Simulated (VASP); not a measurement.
# CaY3Cl2 (P6/mmm) in VASP: a series of runs

The runs below take CaY3Cl2 through single point, with PBE.

Everything below comes from runs of VASP 6.6.1. Logs are shortened: lines on timing, memory, paths and dates and some standing lists are left out, and cuts for length are marked.

### Step 1. The cell of the first run

The structure is hexagonal, space group P6/mmm (No. 191). Conventional cell: a = 6.289 Å, b = 6.289 Å, c = 4.164 Å, α = 90.00°, β = 90.00°, γ = 120.00°. Ca (site symmetry 6/mmm) has 6 Cl at 3.63 Å and 12 Y at 3.77 Å and 2 Ca at 4.16 Å within 4.8 Å. Within 3.6 Å of Y (site symmetry mmm) lie 4 Cl at 2.76 Å and 4 Y at 3.14 Å. Cl (site symmetry -6m2) has 6 Y at 2.76 Å within 3.6 Å.

### Step 2. Single point, PBE

INCAR

```
SYSTEM = CaY3Cl2
  ALGO = Normal
  EDIFF = 1E-6
  ENCUT = 520
  GGA = PE
  ISIF = 2
  ISMEAR = 0
  LASPH = .TRUE.
  LCHARG = .FALSE.
  LREAL = .FALSE.
  LWAVE = .FALSE.
  NBANDS = 38
  NELM = 80
  PREC = Accurate
  SIGMA = 0.1
```

KPOINTS

```
k-points
0
G
  3 3 4
  0 0 0
```

POSCAR

```
CaY3Cl2
1.0
    6.2890426400      0.0000000000      0.0000000000
   -3.1445213200      5.4464707000      0.0000000000
    0.0000000000      0.0000000000      4.1638945700
Ca Y Cl
1 3 2
Direct
    0.0000000000      0.0000000000      0.0000000000
    0.5000000000      0.0000000000      0.5000000000
    0.0000000000      0.5000000000      0.5000000000
    0.5000000000      0.5000000000      0.5000000000
    0.6666666700      0.3333333300      0.0000000000
    0.3333333300      0.6666666700      0.0000000000
```

Potentials or basis: VASP PAW PBE potentials, release 64 (Ca_sv, Y_sv, Cl).

Run with:

```bash
$ cat potpaw_PBE.64/Ca_sv/POTCAR potpaw_PBE.64/Y_sv/POTCAR potpaw_PBE.64/Cl/POTCAR > POTCAR
$ mpirun -np 1 vasp_std > vasp.out
```

OUTCAR:

```text
SYSTEM = CaY3Cl2
   EDIFF = 1E-6
   ENCUT = 520
   GGA = PE
   ISIF = 2
   ISMEAR = 0
   LASPH = .TRUE.
   LREAL = .FALSE.
   NELM = 80
   PREC = Accurate

 ion  position               nearest neighbor table
   1  0.000  0.000  0.000-
   2  0.500  0.000  0.500-   5 2.76   6 2.76   5 2.76   6 2.76   3 3.14   4 3.14   4 3.14   3 3.14

   3  0.000  0.500  0.500-   5 2.76   6 2.76   5 2.76   6 2.76   4 3.14   4 3.14   2 3.14   2 3.14

   4  0.500  0.500  0.500-   5 2.76   6 2.76   5 2.76   6 2.76   3 3.14   3 3.14   2 3.14   2 3.14

   5  0.667  0.333  0.000-   3 2.76   3 2.76   2 2.76   2 2.76   4 2.76   4 2.76
   6  0.333  0.667  0.000-   3 2.76   3 2.76   2 2.76   2 2.76   4 2.76   4 2.76

  LATTYP: Found a hexagonal cell.
 ALAT       =     6.2890426400
 C/A-ratio  =     0.6620871901

  Lattice vectors:

 A1 = (   6.2890426400,   0.0000000000,   0.0000000000)
 A2 = (  -3.1445213200,   5.4464707000,   0.0000000000)
 A3 = (   0.0000000000,   0.0000000000,   4.1638945700)

Analysis of symmetry for initial positions (statically):
=====================================================================
 Subroutine PRICEL returns:
 Original cell was already a primitive cell.

 Routine SETGRP: Setting up the symmetry group for a
 hexagonal supercell.

 Subroutine GETGRP returns: Found 24 space group operations
 (whereof 24 operations were pure point group operations)
 out of a pool of 24 trial point group operations.

The static configuration has the point symmetry D_6h.

Analysis of symmetry for dynamics (positions and initial velocities):
=====================================================================
 Subroutine PRICEL returns:
 Original cell was already a primitive cell.

 Routine SETGRP: Setting up the symmetry group for a
 hexagonal supercell.

 Subroutine GETGRP returns: Found 24 space group operations
 (whereof 24 operations were pure point group operations)
 out of a pool of 24 trial point group operations.

The dynamic configuration has the point symmetry D_6h.

 Subroutine INISYM returns: Found 24 space group operations
 (whereof 24 operations are pure point group operations),
 and found     1 'primitive' translations

----------------------------------------------------------------------------------------

                                     Primitive cell

  volume of cell :     142.6262

  direct lattice vectors                    reciprocal lattice vectors
     6.289042640  0.000000000  0.000000000     0.159006713  0.091802569  0.000000000
    -3.144521320  5.446470700  0.000000000     0.000000000  0.183605137  0.000000000
     0.000000000  0.000000000  4.163894570     0.000000000  0.000000000  0.240159779

  length of vectors
     6.289042640  6.289042647  4.163894570     0.183605137  0.183605137  0.240159779

  position of ions in fractional coordinates (direct lattice)
     0.000000000  0.000000000  0.000000000
     0.500000000  0.000000000  0.500000000
     1.000000000  0.500000000  0.500000000
     0.500000000  0.500000000  0.500000000
     0.666666670  0.333333330  0.000000000
     0.333333330  0.666666670  0.000000000

  ion indices of the primitive-cell ions
   primitive index   ion index
                 1           1
                 2           2
                 3           3
                 4           4
                 5           5
                 6           6

----------------------------------------------------------------------------------------

 KPOINTS: k-points

Automatic generation of k-mesh.
 Grid dimensions read from file:
 generate k-points for:    3    3    4

 Generating k-lattice:

  Cartesian coordinates                     Fractional coordinates (reciprocal lattice)
     0.053002238  0.030600856  0.000000000     0.333333333 -0.000000000  0.000000000
     0.000000000  0.061201712  0.000000000     0.000000000  0.333333333  0.000000000
     0.000000000  0.000000000  0.060039945     0.000000000  0.000000000  0.250000000

  Length of vectors
     0.061201712  0.061201712  0.060039945

  Shift w.r.t. Gamma in fractional coordinates (k-lattice)
     0.000000000  0.000000000  0.000000000

 Subroutine IBZKPT returns following result:
 ===========================================

 Found      9 irreducible k-points:

 Following reciprocal coordinates:
            Coordinates               Weight
  0.000000  0.000000  0.000000      1.000000
  0.333333  0.000000  0.000000      6.000000
  0.333333  0.333333  0.000000      2.000000
  0.000000  0.000000  0.250000      2.000000
  0.333333  0.000000  0.250000     12.000000
  0.333333  0.333333  0.250000      4.000000
  0.000000  0.000000  0.500000      1.000000
  0.333333  0.000000  0.500000      6.000000
  0.333333  0.333333  0.500000      2.000000
   k-points           NKPTS =      9   k-points in BZ     NKDIM =      9   number of bands    NBANDS=     38
   number of dos      NEDOS =    301   number of ions     NIONS =      6
   total plane-waves  NPLWV =  73728
   dimension x,y,z NGX =    48 NGY =   48 NGZ =   32
   dimension x,y,z NGXF=    96 NGYF=   96 NGZF=   64
   ions per type =               1   3   2
   NGX,Y,Z   is equivalent  to a cutoff of  12.69, 12.69, 12.78 a.u.
   NGXF,Y,Z  is equivalent  to a cutoff of  25.38, 25.38, 25.55 a.u.
 SYSTEM =  CaY3Cl2
   PREC   = accura    normal or accurate (medium, high low for compatibility)
   ISTART =      0    job   : 0-new  1-cont  2-samecut
   ICHARG =      2    charge: 1-file 2-atom 10-const
   ISPIN  =      1    spin polarized calculation?
   LNONCOLLINEAR =      F non collinear calculations
   LSORBIT =      F    spin-orbit coupling
   LASPH  =      T    aspherical Exc in radial PAW
   ENCUT  =  520.0 eV  38.22 Ry    6.18 a.u.  11.69 11.69  7.74*2*pi/ulx,y,z
   NELM   =     80;   NELMIN=  2; NELMDL= -5     # of ELM steps
   EDIFF  = 0.1E-05   stopping-criterion for ELM
   LREAL  =      F    real-space projection
   EDIFFG = 0.1E-04   stopping-criterion for IOM
   NSW    =      0    number of steps for IOM
   IBRION =     -1    ionic relax: 0-MD 1-quasi-New 2-CG
   NFREE  =      0    steps in history (QN), initial steepest desc. (CG)
   ISIF   =      2    stress and relaxation
   ISYM   =      2    0-nonsym 1-usesym 2-fastsym
   POTIM  = 0.5000    time-step for ionic-motion
   TEBEG  =    0.0;   TEEND  =   0.0 temperature during run
   PSTRESS=    0.0 pullay stress
   NELECT =      57.0000    total number of electrons
   NUPDOWN=      -1.0000    fix difference up-down
   EMIN   =  10.00;   EMAX   =-10.00  energy-range for DOS
   EFERMI =   0.00;   METHOD = LEGACY
   ISMEAR =     0;   SIGMA  =   0.10  broadening in eV -4-tet -1-fermi 0-gaus
   EFERMI_NEDOS =   21; number of points for ismear=-14 and -15
   IALGO  =     38    algorithm
   IMIX   =      4    mixing-type and parameters
     AMIX     =   0.40;   BMIX     =  1.00
     AMIX_MAG =   1.60;   BMIX_MAG =  1.00
  volume/ion in A,a.u.               =      23.77       160.41
  Fermi-wavevector in a.u.,A,eV,Ry     =   1.205869  2.278761 19.784490  1.454119
  Thomas-Fermi vector in A             =   2.341552
   LORBIT       =      0    0 simple, 1 ext, 2 COOP (PROOUT), +10 PAW based schemes
   GGA     = PE    functional components
   LHFCALC =     F    Hartree Fock is set to
   AEXX    =    0.0000 exact exchange contribution
   IVDW    =     0    specifies the selected vdW correction
   LEPSILON=     F    determine dielectric tensor
   LRPA    =     F    only Hartree local field effects (RPA)
 non-spin polarized calculation
 Gauss-broadening in eV      SIGMA  =   0.10
  energy-cutoff  :      520.00
  volume of cell :      142.63
 maximum number of plane-waves:      3868
 NGX is ok and might be reduce to    48
   NGX = 23   NGY = 23   NGZ = 15

 number of electron      56.9999999 magnetization

 Free energy of the ion-electron system (eV)
  ---------------------------------------------------
  ext. energy  EPLUGINS =         0.00000000
  ---------------------------------------------------
  free energy    TOTEN  =       -27.29237719 eV

  energy without entropy =      -27.25253743  energy(sigma->0) =      -27.27245731

 E-fermi :   5.4842     XC(G=0):  -9.9683

 val. band max:        5.4763592894   @ k =   0.0000   0.0000   0.0000
 cond. band min:       5.6880284985   @ k =   0.3333   0.3333   0.5000
 fundamental gap:      0.2116692091
 Fermi energy:         5.4841903666

 k-point     1 :       0.0000    0.0000    0.0000
  band No.  band energies     occupation
      1     -37.3095      2.00000
      2     -37.1463      2.00000
      3     -37.1463      2.00000
      4     -35.9952      2.00000
      5     -18.4220      2.00000
      6     -17.6306      2.00000
[... 30 lines left out ...]
     37       8.6201      0.00000
     38       9.0882      0.00000

 k-point     2 :       0.3333    0.0000    0.0000
  band No.  band energies     occupation
      1     -37.2755      2.00000
      2     -37.1814      2.00000
      3     -37.1464      2.00000
      4     -35.9953      2.00000
      5     -18.1738      2.00000
      6     -17.5777      2.00000
[... 30 lines left out ...]
     37       7.8137      0.00000
     38       8.3683      0.00000

 k-point     3 :       0.3333    0.3333    0.0000
  band No.  band energies     occupation
      1     -37.2287      2.00000
      2     -37.2287      2.00000
      3     -37.1465      2.00000
      4     -35.9954      2.00000
      5     -17.8146      2.00000
      6     -17.8146      2.00000
[... 30 lines left out ...]
     37       7.5156      0.00000
[... 166 lines left out ...]
 k-point     8 :       0.3333    0.0000    0.5000
  band No.  band energies     occupation
      1     -37.2696      2.00000
      2     -37.1768      2.00000
      3     -37.1423      2.00000
      4     -35.9936      2.00000
      5     -18.0022      2.00000
      6     -17.9458      2.00000
[... 30 lines left out ...]
     37       8.2728      0.00000
     38       8.3626      0.00000

 k-point     9 :       0.3333    0.3333    0.5000
  band No.  band energies     occupation
      1     -37.2235      2.00000
      2     -37.2235      2.00000
      3     -37.1424      2.00000
      4     -35.9936      2.00000
      5     -17.7982      2.00000
      6     -17.7982      2.00000
[... 30 lines left out ...]
     37       7.8904      0.00000
     38       8.1557      0.00000

------------------------ aborting loop because EDIFF is reached ----------------------------------------

  FORCE on cell =-STRESS in cart. coord.  units (eV):
  Direction    XX          YY          ZZ          XY          YZ          ZX
  --------------------------------------------------------------------------------------
  -------------------------------------------------------------------------------------
  Total       10.3173754     10.3173754      4.0922023      0.0000000     -0.0000000      0.0000000
  in kB      115.8991841    115.8991844     45.9693368      0.0000000     -0.0000000      0.0000000
  external PRESSURE =      92.5892351 kB  Pullay stress =       0.0000000 kB

 VOLUME and BASIS-vectors are now :
 -----------------------------------------------------------------------------
  energy-cutoff  :      520.00
  volume of cell :      142.63
      direct lattice vectors                 reciprocal lattice vectors
     6.289042640  0.000000000  0.000000000     0.159006713  0.091802569  0.000000000
    -3.144521320  5.446470700  0.000000000     0.000000000  0.183605137  0.000000000
     0.000000000  0.000000000  4.163894570     0.000000000  0.000000000  0.240159779

 POSITION                                       TOTAL-FORCE (eV/Angst)
 -----------------------------------------------------------------------------------
      0.00000      0.00000      0.00000         0.000000      0.000000      0.000000
      3.14452      0.00000      2.08195         0.000000      0.000000      0.000000
     -1.57226      2.72324      2.08195         0.000000      0.000000      0.000000
      1.57226      2.72324      2.08195         0.000000      0.000000      0.000000
      3.14452      1.81549      0.00000        -0.000000     -0.000000     -0.000000
     -0.00000      3.63098      0.00000        -0.000000      0.000000      0.000000
 -----------------------------------------------------------------------------------
    total drift:                               -0.000000      0.000000     -0.000000

  FREE ENERGIE OF THE ION-ELECTRON SYSTEM (eV)
  ---------------------------------------------------
  free  energy   TOTEN  =       -27.2923771911 eV

  energy  without entropy=      -27.2525374263  energy(sigma->0) =      -27.27245731
```

Run time: 52 s. Hardware: 1 thread of AMD EPYC 7R43 (Zen 3), shared host; peak memory 0.24 GiB.

Results:

| Item | Value |
| --- | --- |
| Free energy | -27.2924 eV |
| Pressure | 9.3 GPa |

Stress tensor (GPa, compression positive):
```
11.59  0.00  0.00
 0.00 11.59  0.00
 0.00  0.00  4.60
```

Caveat: the k points lie up to 0.38 Å⁻¹ apart; an odd number of electrons without spin polarisation forces a metal; a magnetic or distorted state may lie lower.

### Step 3. Single point, PBE

This run uses another cell than the first one, of 27.85 Å³/atom, 1.172 times its volume.

INCAR

```
SYSTEM = CaY3Cl2
ALGO = Normal
EDIFF = 1E-6
ENCUT = 520
GGA = PE
ISIF = 2
ISMEAR = 0
LASPH = .TRUE.
LCHARG = .FALSE.
LREAL = .FALSE.
LWAVE = .FALSE.
NBANDS = 38
NELM = 80
PREC = Accurate
SIGMA = 0.1
```

KPOINTS is that of step 2.

POSCAR

```
CaY3Cl2
1.0
    7.1935794291      0.0000000000      0.0000000000
   -3.5967897146      6.2298225297      0.0000000000
    0.0000000000      0.0000000000      3.7284904392
Ca Y Cl
1 3 2
Direct
    0.0000000000      0.0000000000      0.0000000000
    0.5000000000      0.0000000000      0.5000000000
    0.0000000000      0.5000000000      0.5000000000
    0.5000000000      0.5000000000      0.5000000000
    0.6666666667      0.3333333333      0.0000000000
    0.3333333333      0.6666666667      0.0000000000
```

Potentials or basis: VASP PAW PBE potentials, release 64 (Ca_sv, Y_sv, Cl).

Run with:

```bash
$ cat potpaw_PBE.64/Ca_sv/POTCAR potpaw_PBE.64/Y_sv/POTCAR potpaw_PBE.64/Cl/POTCAR > POTCAR
$ mpirun -np 1 vasp_std > vasp.out
```

It took 67 s on 1 thread of AMD EPYC 7R43 (Zen 3), shared host; peak memory 0.26 GiB.

Results (log left out):

| Property | Result |
| --- | --- |
| Free energy | -28.5455 eV |
| Pressure | 0.2 GPa |

Stress tensor (GPa, compression positive):
```
0.16 0.00 0.00
0.00 0.16 0.00
0.00 0.00 0.29
```

Levels at points of the mesh, in eV from the Fermi level:
```csv
k point,band 25,band 26,band 27,band 28,band 29,band 30,band 31,band 32,band 33,band 34
"(0.00, 0.00, 0.00)",-3.32,-1.99,-0.70,-0.70,0.44,0.44,0.59,0.59,0.73,1.10
"(0.00, 0.00, 0.50)",-1.17,-0.72,-0.72,-0.34,-0.34,-0.04,0.83,0.83,1.70,2.26
```

Caveat: the k points lie up to 0.42 Å⁻¹ apart; an odd number of electrons without spin polarisation forces a metal; a magnetic or distorted state may lie lower.
